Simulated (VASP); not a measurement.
# Cs2Ga2Se5 (C2/c) in VASP: single point with PBE

Aim: the single point of Cs2Ga2Se5 with PBE.

Everything below comes from runs of VASP 6.6.1. Logs are shortened: lines on timing, memory, paths and dates and some standing lists are left out, and cuts for length are marked.

### Step 1. The cell of the first run

It takes space group C2/c (No. 15, monoclinic). Conventional cell: a = 15.391 Å, b = 7.358 Å, c = 12.922 Å, α = 90.00°, β = 126.39°, γ = 90.00°. Cs (site symmetry 1) has 10 Se at 3.70 to 4.06 Å and 5 Ga at 3.95 to 4.69 Å and 1 Cs at 4.40 Å within 4.9 Å. Within 3.1 Å of Ga (site symmetry 1) lie 4 Se at 2.38 to 2.42 Å and 1 Ga at 3.03 Å. Se (site symmetry 1) has 2 Ga at 2.41 Å within 3.2 Å. Within 3.1 Å of Se (site symmetry 2) lie 2 Ga at 2.38 Å. Within 3.1 Å of Se (site symmetry 1) lie 1 Se at 2.37 Å and 1 Ga at 2.42 Å.

### Step 2. Single point, PBE

INCAR reads:

```
SYSTEM = Cs2Ga2Se5
PREC = Accurate ; ENCUT = 520
EDIFF = 1E-7 ; ISMEAR = 0
SIGMA = 0.1 ; LREAL = Auto
LASPH = .TRUE. ; NELM = 60
ALGO = Normal ; ISIF = 2
LWAVE = .FALSE. ; LCHARG = .FALSE.
GGA = PE ; NBANDS = 89
```

KPOINTS reads:

```
regular mesh
0
G
  4 4 2
  0 0 0
```

POSCAR reads:

```
Cs2Ga2Se5
1.0
    7.6955500000     -3.6788500000      0.0000000000
    7.6955500000      3.6788500000      0.0000000000
   -7.6671918400      0.0000000000     10.4014262900
Cs Ga Se
4 4 10
Direct
    0.3376000000      0.8908000000      0.0522000000
    0.6624000000      0.1092000000      0.9478000000
    0.1092000000      0.6624000000      0.4478000000
    0.8908000000      0.3376000000      0.5522000000
    0.1329000000      0.5887000000      0.1264000000
    0.8671000000      0.4113000000      0.8736000000
    0.4113000000      0.8671000000      0.3736000000
    0.5887000000      0.1329000000      0.6264000000
    0.0987000000      0.5199000000      0.9102000000
    0.9013000000      0.4801000000      0.0898000000
    0.4801000000      0.9013000000      0.5898000000
    0.5199000000      0.0987000000      0.4102000000
    0.0533000000      0.9467000000      0.2500000000
    0.9467000000      0.0533000000      0.7500000000
    0.4791000000      0.3543000000      0.2359000000
    0.5209000000      0.6457000000      0.7641000000
    0.6457000000      0.5209000000      0.2641000000
    0.3543000000      0.4791000000      0.7359000000
```

Potentials or basis: VASP PAW PBE potentials, release 64 (Cs_sv, Ga_d, Se).

Command:

```
$ cat potpaw_PBE.64/Cs_sv/POTCAR potpaw_PBE.64/Ga_d/POTCAR potpaw_PBE.64/Se/POTCAR > POTCAR
$ mpirun -np 1 vasp_std > vasp.out
```

OUTCAR:

```text
SYSTEM = Cs2Ga2Se5
   PREC = Accurate
   ENCUT = 520
   EDIFF = 1E-7
   ISMEAR = 0
   LREAL = Auto
   LASPH = .TRUE.
   NELM = 60
   ISIF = 2
   GGA = PE

 ion  position               nearest neighbor table
   1  0.338  0.891  0.052-
   2  0.662  0.109  0.948-
   3  0.109  0.662  0.448-
   4  0.891  0.338  0.552-
   5  0.133  0.589  0.126-  13 2.38  10 2.41   9 2.41  15 2.42
   6  0.867  0.411  0.874-  14 2.38   9 2.41  10 2.41  16 2.42
   7  0.411  0.867  0.374-  13 2.38  12 2.41  11 2.41  17 2.42
   8  0.589  0.133  0.626-  14 2.38  11 2.41  12 2.41  18 2.42
   9  0.099  0.520  0.910-   6 2.41   5 2.41
  10  0.901  0.480  0.090-   5 2.41   6 2.41
  11  0.480  0.901  0.590-   8 2.41   7 2.41
  12  0.520  0.099  0.410-   7 2.41   8 2.41
  13  0.053  0.947  0.250-   5 2.38   7 2.38
  14  0.947  0.053  0.750-   6 2.38   8 2.38
  15  0.479  0.354  0.236-  17 2.37   5 2.42
  16  0.521  0.646  0.764-  18 2.37   6 2.42
  17  0.646  0.521  0.264-  15 2.37   7 2.42
  18  0.354  0.479  0.736-  16 2.37   8 2.42

  LATTYP: Found a base centered monoclinic cell.
 ALAT       =    15.3911000000
 B/A-ratio  =     0.4780490023
 C/A-ratio  =     0.8395696213
 COS(beta)  =    -0.5933486438

  Lattice vectors:

 A1 = (   7.6955500000,  -3.6788500000,   0.0000000000)
 A2 = (   7.6955500000,   3.6788500000,   0.0000000000)
 A3 = (  -7.6671918400,   0.0000000000,  10.4014262900)

Analysis of symmetry for initial positions (statically):
=====================================================================
 Subroutine PRICEL returns:
 Original cell was already a primitive cell.

 Routine SETGRP: Setting up the symmetry group for a
 base centered monoclinic supercell.

 Subroutine GETGRP returns: Found  4 space group operations
 (whereof  2 operations were pure point group operations)
 out of a pool of  4 trial point group operations.

The static configuration has the point symmetry S_2 .
 The point group associated with its full space group is C_2h.

Analysis of symmetry for dynamics (positions and initial velocities):
=====================================================================
 Subroutine PRICEL returns:
 Original cell was already a primitive cell.

 Routine SETGRP: Setting up the symmetry group for a
 base centered monoclinic supercell.
[... 127 lines left out ...]
   EDIFF  = 0.1E-06   stopping-criterion for ELM
   LREAL  =      T    real-space projection
   EDIFFG = 0.1E-05   stopping-criterion for IOM
   NSW    =      0    number of steps for IOM
   IBRION =     -1    ionic relax: 0-MD 1-quasi-New 2-CG
   NFREE  =      0    steps in history (QN), initial steepest desc. (CG)
   ISIF   =      2    stress and relaxation
   ISYM   =      2    0-nonsym 1-usesym 2-fastsym
   POTIM  = 0.5000    time-step for ionic-motion
   TEBEG  =    0.0;   TEEND  =   0.0 temperature during run
   PSTRESS=    0.0 pullay stress
   NELECT =     148.0000    total number of electrons
   NUPDOWN=      -1.0000    fix difference up-down
   EMIN   =  10.00;   EMAX   =-10.00  energy-range for DOS
   EFERMI =   0.00;   METHOD = LEGACY
   ISMEAR =     0;   SIGMA  =   0.10  broadening in eV -4-tet -1-fermi 0-gaus
   EFERMI_NEDOS =   21; number of points for ismear=-14 and -15
   IALGO  =     38    algorithm
   IMIX   =      4    mixing-type and parameters
     AMIX     =   0.40;   BMIX     =  1.00
     AMIX_MAG =   1.60;   BMIX_MAG =  1.00
  volume/ion in A,a.u.               =      32.72       220.80
  Fermi-wavevector in a.u.,A,eV,Ry     =   1.033088  1.952253 14.521093  1.067270
  Thomas-Fermi vector in A             =   2.167317
   LORBIT       =      0    0 simple, 1 ext, 2 COOP (PROOUT), +10 PAW based schemes
   GGA     = PE    functional components
   LHFCALC =     F    Hartree Fock is set to
   AEXX    =    0.0000 exact exchange contribution
   IVDW    =     0    specifies the selected vdW correction
   LEPSILON=     F    determine dielectric tensor
   LRPA    =     F    only Hartree local field effects (RPA)
 non-spin polarized calculation
 Gauss-broadening in eV      SIGMA  =   0.10
  energy-cutoff  :      520.00
  volume of cell :      588.94
 maximum number of plane-waves:     15916
   NGX = 31   NGY = 31   NGZ = 49

 number of electron     148.0000005 magnetization

 Free energy of the ion-electron system (eV)
  ---------------------------------------------------
  ext. energy  EPLUGINS =         0.00000000
  ---------------------------------------------------
  free energy    TOTEN  =       -65.79963202 eV

  energy without entropy =      -65.79963202  energy(sigma->0) =      -65.79963202

 E-fermi :   1.7849     XC(G=0):  -8.2830

 val. band max:        1.3554687796   @ k =   0.0000   0.0000   0.0000
 cond. band min:       3.5340248151   @ k =   0.5000   0.5000   0.5000
 fundamental gap:      2.1785560356
 Fermi energy:         1.7848678948

 k-point     1 :       0.0000    0.0000    0.0000
  band No.  band energies     occupation
      1     -19.5357      2.00000
      2     -19.5317      2.00000
      3     -19.5106      2.00000
      4     -19.5085      2.00000
      5     -13.0492      2.00000
      6     -13.0289      2.00000
[... 1235 lines left out ...]
     85       6.0843      0.00000
     86       6.0843      0.00000
 [bands above 86 left out]

------------------------ aborting loop because EDIFF is reached ----------------------------------------

  FORCE on cell =-STRESS in cart. coord.  units (eV):
  Direction    XX          YY          ZZ          XY          YZ          ZX
  --------------------------------------------------------------------------------------
  -------------------------------------------------------------------------------------
  Total        9.3777077      7.5054808      8.3717347      0.0000000      0.0000000      0.8528341
  in kB       25.5113029     20.4180595     22.7746337      0.0000000      0.0000000      2.3200670
  external PRESSURE =      22.9013320 kB  Pullay stress =       0.0000000 kB

 VOLUME and BASIS-vectors are now :
 -----------------------------------------------------------------------------
  energy-cutoff  :      520.00
  volume of cell :      588.94
      direct lattice vectors                 reciprocal lattice vectors
     7.695550000 -3.678850000  0.000000000     0.064972614 -0.135912038  0.047893191
     7.695550000  3.678850000  0.000000000     0.064972614  0.135912038  0.047893191
    -7.667191840  0.000000000 10.401426290     0.000000000  0.000000000  0.096140661

 POSITION                                       TOTAL-FORCE (eV/Angst)
 -----------------------------------------------------------------------------------
      9.05299      2.03514      0.54295         0.010330      0.001498      0.008701
     -1.32908     -2.03514      9.85847        -0.010330     -0.001498     -0.008701
      2.50452      2.03514      4.65776        -0.010330      0.001498     -0.008701
      5.21939     -2.03514      5.74367         0.010330     -0.001498      0.008701
      4.58398      1.67682      1.31474        -0.023328     -0.045326      0.019554
      3.13993     -1.67682      9.08669         0.023328      0.045326     -0.019554
[... 10 lines left out ...]
      6.95272     -0.45912      2.74702         0.285799     -0.201236     -0.039474
      0.77118      0.45912      7.65441        -0.285799      0.201236      0.039474
 -----------------------------------------------------------------------------------
    total drift:                                0.000000     -0.000000     -0.000000

  FREE ENERGIE OF THE ION-ELECTRON SYSTEM (eV)
  ---------------------------------------------------
  free  energy   TOTEN  =       -65.7996320163 eV

  energy  without entropy=      -65.7996320163  energy(sigma->0) =      -65.79963202
```

OSZICAR:

```text
N       E                     dE             d eps       ncg     rms          rms(c)
DAV:   1     0.153499568041E+04    0.15350E+04   -0.58352E+04  2492   0.173E+03
DAV:   2     0.235958829880E+03   -0.12990E+04   -0.12545E+04  2996   0.423E+02
DAV:   3    -0.431693533089E+02   -0.27913E+03   -0.26962E+03  3024   0.181E+02
DAV:   4    -0.670569808922E+02   -0.23888E+02   -0.23671E+02  3431   0.547E+01
DAV:   5    -0.677410244596E+02   -0.68404E+00   -0.68088E+00  3096   0.906E+00    0.112E+01
DAV:   6    -0.660460423648E+02    0.16950E+01   -0.28848E+00  3722   0.164E+01    0.689E+00
DAV:   7    -0.657794785303E+02    0.26656E+00   -0.28251E+00  3072   0.511E+00    0.158E+00
DAV:   8    -0.657891644863E+02   -0.96860E-02   -0.40485E-01  3216   0.405E+00    0.964E-01
DAV:   9    -0.657977102187E+02   -0.85457E-02   -0.65261E-02  3472   0.127E+00    0.310E-01
DAV:  10    -0.657978804190E+02   -0.17020E-03   -0.55446E-03  3000   0.292E-01    0.168E-01
DAV:  11    -0.657993721575E+02   -0.14917E-02   -0.28682E-03  3064   0.162E-01    0.705E-02
DAV:  12    -0.657995694558E+02   -0.19730E-03   -0.36042E-04  3032   0.911E-02    0.370E-02
DAV:  13    -0.657996235144E+02   -0.54059E-04   -0.14489E-04  2928   0.610E-02    0.136E-02
DAV:  14    -0.657996290738E+02   -0.55593E-05   -0.37440E-05  3520   0.415E-02    0.787E-03
DAV:  15    -0.657996300093E+02   -0.93549E-06   -0.39178E-06  2928   0.738E-03    0.626E-03
DAV:  16    -0.657996316551E+02   -0.16458E-05   -0.29777E-06  2632   0.699E-03    0.183E-03
DAV:  17    -0.657996320228E+02   -0.36768E-06   -0.99584E-07  3032   0.357E-03    0.163E-03
DAV:  18    -0.657996320163E+02    0.64774E-08   -0.77480E-08  1816   0.165E-03
   1 F= -.65799632E+02 E0= -.65799632E+02  d E =-.443981E-10
```

stdout:

```text
POSCAR found type information on POSCAR CsGaSe
 POSCAR found :  3 types and      18 ions
 scaLAPACK will be used
 LDA part: xc-table for (Slater+PW92), standard interpolation
 POSCAR, INCAR and KPOINTS ok, starting setup
 FFT: planning ... GRIDC
 FFT: planning ... GRID_SOFT
 FFT: planning ... GRID
 WAVECAR not read
 entering main loop
```

Run time: 31 min. Hardware: 1 thread of Intel Xeon Platinum 8488C (Sapphire Rapids), shared host; peak memory 1 GiB.

What came out:

- Free energy: -65.7996 eV
- Pressure: 2.3 GPa
- Largest force: 0.421 eV/Å
- Band gap on the k mesh: 2.18 eV, indirect (least direct gap 2.23 eV)

Forces on the atoms (eV/Å):
```
Cs   0.010  0.001  0.009
Cs  -0.010 -0.001 -0.009
Cs  -0.010  0.001 -0.009
Cs   0.010 -0.001  0.009
Ga  -0.023 -0.045  0.020
Ga   0.023  0.045 -0.020
Ga   0.023 -0.045 -0.020
Ga  -0.023  0.045  0.020
Se   0.364 -0.066 -0.201
Se  -0.364  0.066  0.201
Se  -0.364 -0.066  0.201
Se   0.364  0.066 -0.201
Se   0.000  0.401  0.000
Se   0.000 -0.401  0.000
Se  -0.286 -0.201  0.039
Se   0.286  0.201 -0.039
Se   0.286 -0.201 -0.039
Se  -0.286  0.201  0.039
```

Levels at points of the mesh, in eV from the valence-band top:
```tsv
k point	band 72	band 73	band 74	band 75	band 76	band 77
(0.00, 0.00, 0.00)	-0.31	-0.16	0.00	2.32	2.50	2.58
(0.50, 0.00, 0.00)	-0.36	-0.20	-0.16	2.26	2.42	2.88
(0.50, 0.50, 0.00)	-0.33	-0.29	-0.12	2.26	2.31	2.92
(0.00, 0.00, 0.50)	-0.40	-0.05	-0.05	2.42	2.42	2.92
(0.50, 0.00, 0.50)	-0.34	-0.22	-0.01	2.23	2.32	3.02
(0.50, 0.50, 0.50)	-0.43	-0.21	-0.21	2.18	2.18	2.91
```

Caveat: spin-orbit coupling is left out, which moves the levels of the heavy elements. A k mesh can miss the band edges.
